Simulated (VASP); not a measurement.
# HgTe (I-4m2) in VASP: a series of runs

The runs below take HgTe through single point, with PBE.

Everything below comes from runs of VASP 6.6.1. Logs are shortened: lines on timing, memory, paths and dates and some standing lists are left out, and cuts for length are marked.

## 1. The cell of the first run

The structure is tetragonal, space group I-4m2 (No. 119). The conventional cell has a = 4.559 Å, b = 4.559 Å, c = 6.640 Å, α = 90.00°, β = 90.00°, γ = 90.00°. Within 3.7 Å of Hg (site symmetry -4m2) lie 4 Te at 2.82 Å. Within 3.7 Å of Te (site symmetry -4m2) lie 4 Hg at 2.82 Å.

## 2. Single point, PBE (strain +0.000 along x and y, +0.030 along z)

INCAR reads:

```
PREC     = Accurate       # precision mode
ENCUT    = 520            # plane-wave cutoff, eV
EDIFF    = 1E-6           # SCF threshold, eV
ISMEAR   = 0              # smearing method
SIGMA    = 0.15           # smearing width, eV
LREAL    = F              # projectors in reciprocal space
LASPH    = T              # aspherical terms in the spheres
NELM     = 80             # most SCF steps
ALGO     = Normal         # electronic algorithm
ISIF     = 2              # what is computed and relaxed
LWAVE    = F              # write WAVECAR
LCHARG   = F              # write CHGCAR
GGA      = PE             # functional
NBANDS   = 16             # bands
```

KPOINTS reads:

```
Automatic mesh
0
Gamma
  14 14 14
```

POSCAR reads:

```
HgTe
1.0
    0.0000000000      3.2235000000      3.3202050000
    3.2235000000      0.0000000000      3.3202050000
    3.2235000000      3.2235000000      0.0000000000
Hg Te
1 1
Direct
    0.0000000000      0.0000000000      0.0000000000
    0.7500000000      0.7500000000      0.7500000000
```

Potentials or basis: VASP PAW PBE potentials, release 64 (Hg, Te).

Launch:

```console
cat potpaw_PBE.64/Hg/POTCAR potpaw_PBE.64/Te/POTCAR > POTCAR
mpirun -np 1 vasp_std > vasp.out
```

OUTCAR:

```text
PREC = Accurate
   ENCUT = 520
   EDIFF = 1E-6
   ISMEAR = 0
   LREAL = F
   LASPH = T
   NELM = 80
   ISIF = 2
   GGA = PE

 ion  position               nearest neighbor table
   1  0.000  0.000  0.000-   2 2.82   2 2.82   2 2.82   2 2.82
   2  0.750  0.750  0.750-   1 2.82   1 2.82   1 2.82   1 2.82

  LATTYP: Found a body centered tetragonal cell.
 ALAT       =     4.5587174183
 C/A-ratio  =     1.4566399692

  Lattice vectors:

 A1 = (  -3.2235000000,   0.0000000000,   3.3202050000)
 A2 = (   3.2235000000,   0.0000000000,   3.3202050000)
 A3 = (   0.0000000000,   3.2235000000,  -3.3202050000)

Analysis of symmetry for initial positions (statically):
=====================================================================
 Subroutine PRICEL returns:
 Original cell was already a primitive cell.

 Routine SETGRP: Setting up the symmetry group for a
 body centered tetragonal supercell.

 Subroutine GETGRP returns: Found  8 space group operations
 (whereof  8 operations were pure point group operations)
 out of a pool of 16 trial point group operations.

The static configuration has the point symmetry D_2d.

Analysis of symmetry for dynamics (positions and initial velocities):
=====================================================================
 Subroutine PRICEL returns:
 Original cell was already a primitive cell.

 Routine SETGRP: Setting up the symmetry group for a
 body centered tetragonal supercell.

 Subroutine GETGRP returns: Found  8 space group operations
 (whereof  8 operations were pure point group operations)
 out of a pool of 16 trial point group operations.

The dynamic configuration has the point symmetry D_2d.

 Subroutine INISYM returns: Found  8 space group operations
 (whereof  8 operations are pure point group operations),
 and found     1 'primitive' translations

----------------------------------------------------------------------------------------

                                     Primitive cell

  volume of cell :      69.0002

  direct lattice vectors                    reciprocal lattice vectors
     0.000000000  3.223500000  3.320205000    -0.155110904  0.155110904  0.150593111
     3.223500000  0.000000000  3.320205000     0.155110904 -0.155110904  0.150593111
     3.223500000  3.223500000  0.000000000     0.155110904  0.155110904 -0.150593111

  length of vectors
     4.627603429  4.627603429  4.558717418     0.266077189  0.266077189  0.266077189

  position of ions in fractional coordinates (direct lattice)
[... 66 lines left out ...]
   ions per type =               1   1
   NGX,Y,Z   is equivalent  to a cutoff of  12.93, 12.93, 13.13 a.u.
   NGXF,Y,Z  is equivalent  to a cutoff of  25.87, 25.87, 26.26 a.u.
 SYSTEM =  unknown system
   PREC   = accura    normal or accurate (medium, high low for compatibility)
   ISTART =      0    job   : 0-new  1-cont  2-samecut
   ICHARG =      2    charge: 1-file 2-atom 10-const
   ISPIN  =      1    spin polarized calculation?
   LNONCOLLINEAR =      F non collinear calculations
   LSORBIT =      F    spin-orbit coupling
   LASPH  =      T    aspherical Exc in radial PAW
   ENCUT  =  520.0 eV  38.22 Ry    6.18 a.u.   8.60  8.60  8.48*2*pi/ulx,y,z
   NELM   =     80;   NELMIN=  2; NELMDL= -5     # of ELM steps
   EDIFF  = 0.1E-05   stopping-criterion for ELM
   LREAL  =      F    real-space projection
[... 7 lines left out ...]
   TEBEG  =    0.0;   TEEND  =   0.0 temperature during run
   PSTRESS=    0.0 pullay stress
   NELECT =      18.0000    total number of electrons
   NUPDOWN=      -1.0000    fix difference up-down
   EMIN   =  10.00;   EMAX   =-10.00  energy-range for DOS
   EFERMI =   0.00;   METHOD = LEGACY
   ISMEAR =     0;   SIGMA  =   0.15  broadening in eV -4-tet -1-fermi 0-gaus
   EFERMI_NEDOS =   21; number of points for ismear=-14 and -15
   IALGO  =     38    algorithm
   IMIX   =      4    mixing-type and parameters
     AMIX     =   0.40;   BMIX     =  1.00
     AMIX_MAG =   1.60;   BMIX_MAG =  1.00
  volume/ion in A,a.u.               =      34.50       232.82
  Fermi-wavevector in a.u.,A,eV,Ry     =   1.046042  1.976732 14.887533  1.094203
  Thomas-Fermi vector in A             =   2.180863
   LORBIT       =      0    0 simple, 1 ext, 2 COOP (PROOUT), +10 PAW based schemes
   GGA     = PE    functional components
   LHFCALC =     F    Hartree Fock is set to
   AEXX    =    0.0000 exact exchange contribution
   IVDW    =     0    specifies the selected vdW correction
   LEPSILON=     F    determine dielectric tensor
   LRPA    =     F    only Hartree local field effects (RPA)
 non-spin polarized calculation
 Gauss-broadening in eV      SIGMA  =   0.15
  energy-cutoff  :      520.00
  volume of cell :       69.00
 maximum number of plane-waves:      1883
   NGX = 17   NGY = 17   NGZ = 17

 number of electron      18.0000003 magnetization

 Free energy of the ion-electron system (eV)
  ---------------------------------------------------
  ext. energy  EPLUGINS =         0.00000000
  ---------------------------------------------------
  free energy    TOTEN  =        -3.61369873 eV

  energy without entropy =       -3.61346036  energy(sigma->0) =       -3.61357955

 E-fermi :   3.0118     XC(G=0):  -8.6458

 val. band max:        2.9013266397   @ k =   0.0000   0.0000   0.0000
 cond. band min:       3.2134755226   @ k =   0.0714   0.0000   0.0000
 fundamental gap:      0.3121488829
 Fermi energy:         3.0118338351

 k-point     1 :       0.0000    0.0000    0.0000
  band No.  band energies     occupation
      1      -8.9628      2.00000
      2      -4.3629      2.00000
      3      -4.3555      2.00000
      4      -4.3555      2.00000
      5      -3.8646      2.00000
      6      -3.8455      2.00000
[... 433 lines left out ...]
      3      -4.2444      2.00000
      4      -4.1972      2.00000
      5      -3.8846      2.00000
      6      -3.8292      2.00000
[... 8 lines left out ...]
     15      11.9303      0.00000
     16      12.3712      0.00000

 [... further k-points ...]
[... 5 lines left out ...]
  --------------------------------------------------------------------------------------
  -------------------------------------------------------------------------------------
  Total        1.1866486      1.1866486      1.0080411      0.0000000      0.0000000      0.0000000
  in kB       27.5538622     27.5538622     23.4066142      0.0000000      0.0000000      0.0000000
  external PRESSURE =      26.1714462 kB  Pullay stress =       0.0000000 kB

 VOLUME and BASIS-vectors are now :
 -----------------------------------------------------------------------------
  energy-cutoff  :      520.00
  volume of cell :       69.00
      direct lattice vectors                 reciprocal lattice vectors
     0.000000000  3.223500000  3.320205000    -0.155110904  0.155110904  0.150593111
     3.223500000  0.000000000  3.320205000     0.155110904 -0.155110904  0.150593111
     3.223500000  3.223500000  0.000000000     0.155110904  0.155110904 -0.150593111

 POSITION                                       TOTAL-FORCE (eV/Angst)
 -----------------------------------------------------------------------------------
      0.00000      0.00000      0.00000        -0.000000     -0.000000     -0.000000
      4.83525      4.83525      4.98031         0.000000      0.000000      0.000000
 -----------------------------------------------------------------------------------
    total drift:                                0.000000      0.000000      0.000000

  FREE ENERGIE OF THE ION-ELECTRON SYSTEM (eV)
  ---------------------------------------------------
  free  energy   TOTEN  =        -3.6136987295 eV

  energy  without entropy=       -3.6134603615  energy(sigma->0) =       -3.61357955
```

OSZICAR:

```text
N       E                     dE             d eps       ncg     rms          rms(c)
DAV:   1     0.104435461451E+03    0.10444E+03   -0.79539E+03  7824   0.968E+02
DAV:   2    -0.146519881525E+00   -0.10458E+03   -0.97977E+02  9008   0.227E+02
DAV:   3    -0.378809326325E+01   -0.36416E+01   -0.36321E+01  9696   0.437E+01
DAV:   4    -0.382257109656E+01   -0.34478E-01   -0.34475E-01 11672   0.383E+00
DAV:   5    -0.382267566165E+01   -0.10457E-03   -0.10457E-03 10376   0.188E-01    0.731E+00
DAV:   6    -0.362135924628E+01    0.20132E+00   -0.39531E-01  9176   0.839E+00    0.582E+00
DAV:   7    -0.361432862186E+01    0.70306E-02   -0.95788E-02  9288   0.210E+00    0.216E+00
DAV:   8    -0.361364025991E+01    0.68836E-03   -0.10062E-02  8928   0.114E+00    0.519E-01
DAV:   9    -0.361365689971E+01   -0.16640E-04   -0.72040E-04 10288   0.307E-01    0.117E-01
DAV:  10    -0.361368568799E+01   -0.28788E-04   -0.85889E-05  9896   0.812E-02    0.487E-02
DAV:  11    -0.361370053278E+01   -0.14845E-04   -0.32609E-05  9624   0.422E-02    0.333E-02
DAV:  12    -0.361369883402E+01    0.16988E-05   -0.37974E-06  9184   0.156E-02    0.180E-02
DAV:  13    -0.361369872950E+01    0.10452E-06   -0.47141E-07  6144   0.348E-03
   1 F= -.36136987E+01 E0= -.36135795E+01  d E =-.238368E-03
```

It took 5.3 min on 1 thread of Intel Xeon 8259CL, shared host; peak memory 0.42 GiB.

Results:

```
Free energy            : -3.6137 eV
Pressure               : 2.6 GPa
Band gap on the k mesh : zero (filled and empty bands touch)
```

Stress tensor (GPa, compression positive):
```
2.76 0.00 0.00
0.00 2.76 0.00
0.00 0.00 2.34
```

Levels at points of the mesh, in eV from the Fermi level:
```
           k point  band 7  band 8  band 9  band 10  band 11  band 12
(0.00, 0.00, 0.00)   -0.92   -0.22   -0.11    -0.11     4.13     4.13
(0.50, 0.00, 0.00)   -5.49   -1.15   -1.02     0.56     4.84     4.99
(0.50, 0.50, 0.00)   -5.55   -2.24   -2.24     1.90     2.49     7.87
(0.50, 0.00, 0.50)   -5.41   -2.39   -2.33     1.69     2.36     8.05
```

Caveat: the cell differs from its parent crystal (strain +0.000 along x and y, +0.030 along z); semilocal functionals underestimate gaps, and a narrow one can read as zero; spin-orbit coupling is left out, which moves the levels of the heavy elements.

## 3. Single point, PBE (strain +0.015 along x and y, +0.000 along z)

INCAR reads:

```
PREC = Accurate
ENCUT = 520
EDIFF = 1E-6
ISMEAR = 0
SIGMA = 0.15
LREAL = False
LASPH = True
NELM = 80
ALGO = Normal
ISIF = 2
LWAVE = False
LCHARG = False
GGA = PE
NBANDS = 16
```

KPOINTS is that of step 2.

POSCAR reads:

```
HgTe
1.0
    0.0000000000      3.2718525000      3.2235000000
    3.2718525000      0.0000000000      3.2235000000
    3.2718525000      3.2718525000      0.0000000000
Hg Te
1 1
Direct
    0.0000000000      0.0000000000      0.0000000000
    0.7500000000      0.7500000000      0.7500000000
```

Potentials or basis: VASP PAW PBE potentials, release 64 (Hg, Te).

Launch:

```console
cat potpaw_PBE.64/Hg/POTCAR potpaw_PBE.64/Te/POTCAR > POTCAR
mpirun -np 1 vasp_std > vasp.out
```

Wall time 5.4 min (1 thread of Intel Xeon 8259CL, shared host); peak memory 0.42 GiB.

Results (log left out):

```
Free energy            : -3.6153 eV
Pressure               : 2.6 GPa
Band gap on the k mesh : 0.05 eV
```

Stress tensor (GPa, compression positive):
```
2.55 0.00 0.00
0.00 2.55 0.00
0.00 0.00 2.74
```

Levels at points of the mesh, in eV from the valence-band top:
| k point | band 7 | band 8 | band 9 | band 10 | band 11 | band 12 |
| --- | --- | --- | --- | --- | --- | --- |
| (0.00, 0.00, 0.00) | -0.76 | 0.00 | 0.00 | 0.05 | 4.29 | 4.29 |
| (0.50, 0.00, 0.00) | -5.33 | -0.96 | -0.89 | 0.72 | 5.03 | 5.11 |
| (0.50, 0.50, 0.00) | -5.25 | -2.20 | -2.20 | 1.85 | 2.52 | 8.22 |
| (0.50, 0.00, 0.50) | -5.32 | -2.16 | -2.13 | 1.96 | 2.59 | 8.12 |

Caveat: the cell differs from its parent crystal (strain +0.015 along x and y, +0.000 along z); the smearing spreads over this small gap; spin-orbit coupling is left out, which moves the levels of the heavy elements. A k mesh can miss the band edges.

## 4. Single point, PBE (strain +0.015 along x and y, +0.030 along z)

INCAR reads:

```
SYSTEM = HgTe
PREC = Accurate ; ENCUT = 520
EDIFF = 1E-6 ; ISMEAR = 0
SIGMA = 0.15 ; LREAL = .False.
LASPH = .True. ; NELM = 60
ALGO = Normal ; ISIF = 2
LWAVE = .False. ; LCHARG = .False.
GGA = PE ; NBANDS = 16
```

KPOINTS reads:

```
Automatic mesh
0
Gamma
  14 14 14
  0 0 0
```

POSCAR reads:

```
HgTe
1.0
    0.0000000000      3.2718525000      3.3202050000
    3.2718525000      0.0000000000      3.3202050000
    3.2718525000      3.2718525000      0.0000000000
Hg Te
1 1
Direct
    0.0000000000      0.0000000000      0.0000000000
    0.7500000000      0.7500000000      0.7500000000
```

Launch:

```console
cat potpaw_PBE.64/Hg/POTCAR potpaw_PBE.64/Te/POTCAR > POTCAR
mpirun -np 1 vasp_std > vasp.out
```

Wall time 5.4 min (1 thread of Intel Xeon 8259CL, shared host); peak memory 0.43 GiB.

Results (log left out):

* Free energy: -3.6409 eV
* Pressure: 1.3 GPa
* Band gap on the k mesh: zero (filled and empty bands touch)

Stress tensor (GPa, compression positive):
```
1.39 0.00 0.00
0.00 1.39 0.00
0.00 0.00 1.17
```

Levels at points of the mesh, in eV from the Fermi level:
```
           k point  band 6  band 7  band 8  band 9  band 10  band 11  band 12  band 13
(0.00, 0.00, 0.00)   -6.73   -0.98   -0.17   -0.12    -0.12     4.19     4.19     4.19
(0.50, 0.00, 0.00)   -6.46   -5.29   -1.06   -0.99     0.57     4.91     4.98     6.71
(0.50, 0.50, 0.00)   -6.35   -5.34   -2.16   -2.16     1.84     2.53     7.84     8.51
(0.50, 0.00, 0.50)   -6.32   -5.27   -2.23   -2.20     1.74     2.47     7.93     8.48
```

Caveat: the cell differs from its parent crystal (strain +0.015 along x and y, +0.030 along z); semilocal functionals underestimate gaps, and a narrow one can read as zero; spin-orbit coupling is left out, which moves the levels of the heavy elements.

## 5. Summary

```tsv
cell	gap on the mesh (eV)	pressure (GPa)
a = 4.628, b = 4.628, c = 4.559 Å, angles 60.5, 60.5, 59.0°, 2 atoms	none	2.6
a = 4.593, b = 4.593, c = 4.627 Å, angles 59.8, 59.8, 60.5°, 2 atoms	0.05	2.6
a = 4.661, b = 4.661, c = 4.627 Å, angles 60.2, 60.2, 59.5°, 2 atoms	none	1.3
```

Alike in all rows: task single point; level PBE; potentials or basis VASP PAW PBE potentials, release 64 (Hg, Te); no spin polarisation; k mesh 14 × 14 × 14; cutoff (eV) 520; smearing gaussian 0.15 eV.

Caveats: spin-orbit coupling is left out, which moves the levels of the heavy elements; semilocal functionals underestimate gaps, and a narrow one can read as zero (at least some runs); the smearing spreads over this small gap (at least some runs).

Total energies depend on the potentials used, so only differences within one code and one set of settings carry meaning.

The gap in the log of VASP goes by the Fermi energy; the results here count the filled bands.